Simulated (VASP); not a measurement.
# ScGaN (P-6m2) in VASP: relaxation of cell and atoms with PBE

Aim: the relaxation of cell and atoms of ScGaN with PBE.

Everything below comes from runs of VASP 6.6.1. Logs are shortened: lines on timing, memory, paths and dates and some standing lists are left out, and cuts for length are marked.

## Step 1: The cell of the first run

Symmetry: P-6m2, No. 187, hexagonal system. Conventional cell: a = 3.688 Å, b = 3.688 Å, c = 3.598 Å, α = 90.00°, β = 90.00°, γ = 120.00°. Within 3.7 Å of Sc (site symmetry -6m2) lie 6 Ga at 2.79 Å and 6 N at 2.79 Å and 8 Sc at 3.60 to 3.69 Å. Within 2.8 Å of Ga (site symmetry -6m2) lie 3 N at 2.13 Å and 6 Sc at 2.79 Å. N (site symmetry -6m2) has 3 Ga at 2.13 Å and 6 Sc at 2.79 Å within 2.8 Å.

The cell was generated, and may not be a known phase.

## Step 2: Relaxation of cell and atoms, PBE

The input, INCAR:

```
SYSTEM = ScGaN
PREC = Accurate
ENCUT = 600
EDIFF = 1E-6
ISMEAR = 0
SIGMA = 0.1
LREAL = .FALSE.
LASPH = .TRUE.
NELM = 80
ALGO = Normal
ISIF = 3
LWAVE = .FALSE.
LCHARG = .FALSE.
GGA = PE
IBRION = 2
NSW = 100
EDIFFG = -0.01
```

The input, KPOINTS:

```
regular mesh
0
G
  12 12 14
  0 0 0
```

The input, POSCAR:

```
ScGaN
1.0
    3.6875679701      0.0000000000      0.0000000000
   -1.8437839851      3.1935275403      0.0000000000
    0.0000000000      0.0000000000      3.5975001524
Sc Ga N
1 1 1
Direct
    0.0000000000      0.0000000000      0.0000000000
    0.6666666667      0.3333333333      0.5000000000
    0.3333333333      0.6666666667      0.5000000000
```

Potentials or basis: VASP PAW PBE potentials, release 64 (Sc_sv, Ga_d, N).

On the command line:

```
cat potpaw_PBE.64/Sc_sv/POTCAR potpaw_PBE.64/Ga_d/POTCAR potpaw_PBE.64/N/POTCAR > POTCAR
mpirun -np 1 vasp_std > vasp.out
```

OUTCAR:

```text
SYSTEM = ScGaN
   PREC = Accurate
   ENCUT = 600
   EDIFF = 1E-6
   ISMEAR = 0
   LREAL = .FALSE.
   LASPH = .TRUE.
   NELM = 80
   ISIF = 3
   GGA = PE
   IBRION = 2
   NSW = 100
   EDIFFG = -0.01

 ion  position               nearest neighbor table
   1  0.000  0.000  0.000-   2 2.79   2 2.79   2 2.79   2 2.79   2 2.79   2 2.79
   2  0.667  0.333  0.500-   3 2.13   3 2.13   3 2.13   1 2.79   1 2.79   1 2.79   1 2.79   1 2.79
                             1 2.79
   3  0.333  0.667  0.500-   2 2.13   2 2.13   2 2.13

  LATTYP: Found a hexagonal cell.
 ALAT       =     3.6875679701
 C/A-ratio  =     0.9755752793

  Lattice vectors:

 A1 = (   3.6875679701,   0.0000000000,   0.0000000000)
 A2 = (  -1.8437839851,   3.1935275403,   0.0000000000)
 A3 = (   0.0000000000,   0.0000000000,   3.5975001524)

Analysis of symmetry for initial positions (statically):
=====================================================================
 Subroutine PRICEL returns:
 Original cell was already a primitive cell.

 Routine SETGRP: Setting up the symmetry group for a
 hexagonal supercell.

 Subroutine GETGRP returns: Found 12 space group operations
 (whereof 12 operations were pure point group operations)
 out of a pool of 24 trial point group operations.

The static configuration has the point symmetry D_3h.

Analysis of symmetry for dynamics (positions and initial velocities):
=====================================================================
 Subroutine PRICEL returns:
 Original cell was already a primitive cell.

 Routine SETGRP: Setting up the symmetry group for a
 hexagonal supercell.

 Subroutine GETGRP returns: Found 12 space group operations
 (whereof 12 operations were pure point group operations)
 out of a pool of 24 trial point group operations.

The dynamic configuration has the point symmetry D_3h.

 Subroutine INISYM returns: Found 12 space group operations
 (whereof 12 operations are pure point group operations),
 and found     1 'primitive' translations

----------------------------------------------------------------------------------------

                                     Primitive cell

  volume of cell :      42.3654

  direct lattice vectors                    reciprocal lattice vectors
     3.687567970  0.000000000  0.000000000     0.271181442  0.156566679  0.000000000
    -1.843783985  3.193527540  0.000000000     0.000000000  0.313133357  0.000000000
     0.000000000  0.000000000  3.597500152     0.000000000  0.000000000  0.277970801

  length of vectors
     3.687567970  3.687567970  3.597500152     0.313133357  0.313133357  0.277970801

  position of ions in fractional coordinates (direct lattice)
     0.000000000  0.000000000  0.000000000
     0.666666667  0.333333333  0.500000000
     0.333333333  0.666666667  0.500000000

  ion indices of the primitive-cell ions
   primitive index   ion index
                 1           1
                 2           2
                 3           3

----------------------------------------------------------------------------------------

 KPOINTS: regular mesh

Automatic generation of k-mesh.
 Grid dimensions read from file:
 generate k-points for:   12   12   14

 Generating k-lattice:

  Cartesian coordinates                     Fractional coordinates (reciprocal lattice)
     0.022598454  0.013047223  0.000000000     0.083333333 -0.000000000  0.000000000
     0.000000000  0.026094446  0.000000000     0.000000000  0.083333333  0.000000000
     0.000000000  0.000000000  0.019855057     0.000000000  0.000000000  0.071428571

  Length of vectors
     0.026094446  0.026094446  0.019855057

  Shift w.r.t. Gamma in fractional coordinates (k-lattice)
     0.000000000  0.000000000  0.000000000

 Subroutine IBZKPT returns following result:
 ===========================================

 Found    152 irreducible k-points:

 Following reciprocal coordinates:
            Coordinates               Weight
  0.000000  0.000000  0.000000      1.000000
  0.083333 -0.000000  0.000000      6.000000
  0.166667  0.000000  0.000000      6.000000
  0.250000  0.000000  0.000000      6.000000
  0.333333  0.000000  0.000000      6.000000
  0.416667 -0.000000  0.000000      6.000000
[... 16 lines left out ...]
  0.250000  0.000000  0.071429     12.000000
  0.333333  0.000000  0.071429     12.000000
 [... further k-points ...]
   k-points           NKPTS =    152   k-points in BZ     NKDIM =    152   number of bands    NBANDS=     18
   number of dos      NEDOS =    301   number of ions     NIONS =      3
   total plane-waves  NPLWV =  27000
   dimension x,y,z NGX =    30 NGY =   30 NGZ =   30
   dimension x,y,z NGXF=    60 NGYF=   60 NGZF=   60
   ions per type =               1   1   1
   NGX,Y,Z   is equivalent  to a cutoff of  13.52, 13.52, 13.86 a.u.
   NGXF,Y,Z  is equivalent  to a cutoff of  27.05, 27.05, 27.73 a.u.
 SYSTEM =  ScGaN
   PREC   = accura    normal or accurate (medium, high low for compatibility)
   ISTART =      0    job   : 0-new  1-cont  2-samecut
   ICHARG =      2    charge: 1-file 2-atom 10-const
   ISPIN  =      1    spin polarized calculation?
   LNONCOLLINEAR =      F non collinear calculations
   LSORBIT =      F    spin-orbit coupling
   LASPH  =      T    aspherical Exc in radial PAW
   ENCUT  =  600.0 eV  44.10 Ry    6.64 a.u.   7.36  7.36  7.19*2*pi/ulx,y,z
   NELM   =     80;   NELMIN=  2; NELMDL= -5     # of ELM steps
   EDIFF  = 0.1E-05   stopping-criterion for ELM
   LREAL  =      F    real-space projection
   EDIFFG = -.1E-01   stopping-criterion for IOM
   NSW    =    100    number of steps for IOM
   IBRION =      2    ionic relax: 0-MD 1-quasi-New 2-CG
   NFREE  =      1    steps in history (QN), initial steepest desc. (CG)
   ISIF   =      3    stress and relaxation
   ISYM   =      2    0-nonsym 1-usesym 2-fastsym
   POTIM  = 0.5000    time-step for ionic-motion
   TEBEG  =    0.0;   TEEND  =   0.0 temperature during run
   PSTRESS=    0.0 pullay stress
   NELECT =      29.0000    total number of electrons
   NUPDOWN=      -1.0000    fix difference up-down
   EMIN   =  10.00;   EMAX   =-10.00  energy-range for DOS
   EFERMI =   0.00;   METHOD = LEGACY
   ISMEAR =     0;   SIGMA  =   0.10  broadening in eV -4-tet -1-fermi 0-gaus
   EFERMI_NEDOS =   21; number of points for ismear=-14 and -15
   IALGO  =     38    algorithm
   IMIX   =      4    mixing-type and parameters
     AMIX     =   0.40;   BMIX     =  1.00
     AMIX_MAG =   1.60;   BMIX_MAG =  1.00
  volume/ion in A,a.u.               =      14.12        95.30
  Fermi-wavevector in a.u.,A,eV,Ry     =   1.442792  2.726481 28.322542  2.081648
  Thomas-Fermi vector in A             =   2.561272
   LORBIT       =      0    0 simple, 1 ext, 2 COOP (PROOUT), +10 PAW based schemes
   GGA     = PE    functional components
   LHFCALC =     F    Hartree Fock is set to
   AEXX    =    0.0000 exact exchange contribution
   IVDW    =     0    specifies the selected vdW correction
   LEPSILON=     F    determine dielectric tensor
   LRPA    =     F    only Hartree local field effects (RPA)
 conjugate gradient relaxation of ions
 non-spin polarized calculation
 Gauss-broadening in eV      SIGMA  =   0.10
  energy-cutoff  :      600.00
  volume of cell :       42.37
 maximum number of plane-waves:      1443
 NGX is ok and might be reduce to    30
   NGX = 15   NGY = 15   NGZ = 15

--------------------------------------- Ionic step        1  -------------------------------------------

 number of electron      29.0000010 magnetization

 Free energy of the ion-electron system (eV)
  ---------------------------------------------------
  ext. energy  EPLUGINS =         0.00000000
  ---------------------------------------------------
  free energy    TOTEN  =       -17.69621905 eV

  energy without entropy =      -17.68947727  energy(sigma->0) =      -17.69284816

------------------------ aborting loop because EDIFF is reached ----------------------------------------

  FORCE on cell =-STRESS in cart. coord.  units (eV):
  Direction    XX          YY          ZZ          XY          YZ          ZX
  --------------------------------------------------------------------------------------
  -------------------------------------------------------------------------------------
  Total        0.2425136      0.2425136      0.0181734     -0.0000000      0.0000000      0.0000000
  in kB        9.1713889      9.1713889      0.6872842     -0.0000000      0.0000000      0.0000000
  external PRESSURE =       6.3433540 kB  Pullay stress =       0.0000000 kB

 VOLUME and BASIS-vectors are now :
 -----------------------------------------------------------------------------
  energy-cutoff  :      600.00
  volume of cell :       42.37
      direct lattice vectors                 reciprocal lattice vectors
     3.687567970  0.000000000  0.000000000     0.271181442  0.156566679  0.000000000
    -1.843783985  3.193527540  0.000000000     0.000000000  0.313133357  0.000000000
     0.000000000  0.000000000  3.597500152     0.000000000  0.000000000  0.277970801
[... 149 lines left out ...]
 POSITION                                       TOTAL-FORCE (eV/Angst)
 -----------------------------------------------------------------------------------
     -1.85059      3.20531      0.00000         0.000000     -0.000000      0.000000
      1.85059      1.06844      1.79555        -0.000000     -0.000000     -0.000000
     -0.00000      2.13688      1.79555        -0.000000      0.000000      0.000000
 -----------------------------------------------------------------------------------
    total drift:                               -0.000003      0.000001      0.000000

  FREE ENERGIE OF THE ION-ELECTRON SYSTEM (eV)
  ---------------------------------------------------
  free  energy   TOTEN  =       -17.6971070891 eV

  energy  without entropy=      -17.6901513907  energy(sigma->0) =      -17.69362924

--------------------------------------- Ionic step        6  -------------------------------------------

 number of electron      29.0000014 magnetization

 Free energy of the ion-electron system (eV)
  ---------------------------------------------------
  ext. energy  EPLUGINS =         0.00000000
  ---------------------------------------------------
  free energy    TOTEN  =       -17.69720278 eV

  energy without entropy =      -17.69020043  energy(sigma->0) =      -17.69370160

 E-fermi :   6.4923     XC(G=0): -11.4237

 val. band max:        6.4920067358   @ k =   0.1667   0.1667   0.1429
 cond. band min:       6.4929006835   @ k =   0.1667   0.1667   0.2857
 fundamental gap:      0.0008939477
 Fermi energy:         6.4922952002

 k-point     1 :       0.0000    0.0000    0.0000
  band No.  band energies     occupation
      1     -43.5727      2.00000
      2     -22.2203      2.00000
      3     -22.1680      2.00000
      4     -22.1680      2.00000
      5      -9.6327      2.00000
      6      -8.6685      2.00000
[... 10 lines left out ...]
     17       7.8560      0.00000
     18       8.4166      0.00000
[... 463 lines left out ...]
 k-point    24 :       0.3333    0.0000    0.0714
  band No.  band energies     occupation
      1     -43.5659      2.00000
      2     -22.2462      2.00000
      3     -22.2163      2.00000
      4     -22.1850      2.00000
      5      -9.3635      2.00000
      6      -8.5994      2.00000
[... 10 lines left out ...]
     17       8.1325      0.00000
     18       8.2719      0.00000

 [... further k-points ...]

------------------------ aborting loop because EDIFF is reached ----------------------------------------

  FORCE on cell =-STRESS in cart. coord.  units (eV):
  Direction    XX          YY          ZZ          XY          YZ          ZX
  --------------------------------------------------------------------------------------
  -------------------------------------------------------------------------------------
  Total       -0.0207513     -0.0207513     -0.0213792      0.0000000     -0.0000000      0.0000000
  in kB       -0.7810727     -0.7810727     -0.8047069      0.0000000     -0.0000000      0.0000000
  external PRESSURE =      -0.7889508 kB  Pullay stress =       0.0000000 kB

 VOLUME and BASIS-vectors are now :
 -----------------------------------------------------------------------------
  energy-cutoff  :      600.00
  volume of cell :       42.57
      direct lattice vectors                 reciprocal lattice vectors
     3.704133403 -0.000000000 -0.000000000     0.269968679  0.155866489  0.000000000
    -1.852066702  3.207873626  0.000000000     0.000000000  0.311732978  0.000000000
    -0.000000000 -0.000000000  3.582291017     0.000000000 -0.000000000  0.279150967

 POSITION                                       TOTAL-FORCE (eV/Angst)
 -----------------------------------------------------------------------------------
      0.00000     -0.00000      0.00000         0.000000      0.000000      0.000000
      1.85207      1.06929      1.79115        -0.000000      0.000000     -0.000000
     -0.00000      2.13858      1.79115        -0.000000     -0.000000      0.000000
 -----------------------------------------------------------------------------------
    total drift:                               -0.000003      0.000002      0.000000

  FREE ENERGIE OF THE ION-ELECTRON SYSTEM (eV)
  ---------------------------------------------------
  free  energy   TOTEN  =       -17.6972027828 eV

  energy  without entropy=      -17.6902004256  energy(sigma->0) =      -17.69370160

 reached required accuracy - stopping structural energy minimisation
```

Wall time 3.4 min (1 thread of AMD EPYC 9R45 (Zen 5), shared host); peak memory 0.28 GiB.

Results:

```yaml
Free_energy: -17.6972 eV
Relaxed_volume: 14.19 Å³/atom
Relaxed_cell: a = 3.704 Å, b = 3.704 Å, c = 3.582 Å, α = 90.00°, β = 90.00°, γ = 120.00°
Space_group_after_relaxing_to_0.1_Å: P-6m2 (No. 187)
Energy_gained_by_relaxing: 0.3 meV/atom
Ionic_steps: 6
Pressure_after_relaxing: -0.1 GPa
Band_gap_on_the_k_mesh: zero (an odd number of electrons rules out a gap without spin polarisation)
```

Step by step:
| step | energy change (eV) | largest force (eV/Å) | pressure (GPa) | volume (Å³) |
| --- | --- | --- | --- | --- |
| 1 | 0.0000 | 0.0000 | 0.63 | 42.37 |
| 2 | -0.0006 | 0.0000 | -0.39 | 42.71 |
| 3 | -0.0007 | 0.0000 | -0.11 | 42.62 |
| 4 | -0.0007 | 0.0000 | -0.19 | 42.63 |
| 5 | -0.0009 | 0.0000 | -0.11 | 42.60 |
| 6 | -0.0010 | 0.0000 | -0.08 | 42.57 |

Final structure:
```
CELL_PARAMETERS angstrom
3.70413 0.00000 0.00000
-1.85207 3.20787 0.00000
0.00000 0.00000 3.58229
ATOMIC_POSITIONS crystal
Sc 0.00000 0.00000 0.00000
Ga 0.66667 0.33333 0.50000
N 0.33333 0.66667 0.50000
```

Levels at points of the mesh, in eV from the Fermi level:
| k point | band 13 | band 14 | band 15 | band 16 | band 17 | band 18 |
| --- | --- | --- | --- | --- | --- | --- |
| (0.00, 0.00, 0.00) | -3.79 | -3.12 | -0.73 | 1.36 | 1.36 | 1.92 |
| (0.50, 0.00, 0.00) | -3.01 | -2.20 | 1.30 | 1.37 | 1.63 | 1.69 |
| (0.00, 0.00, 0.50) | -3.32 | -2.32 | 0.44 | 0.44 | 0.75 | 0.90 |
| (0.50, 0.00, 0.50) | -4.20 | -2.60 | -0.53 | 2.42 | 2.43 | 2.58 |
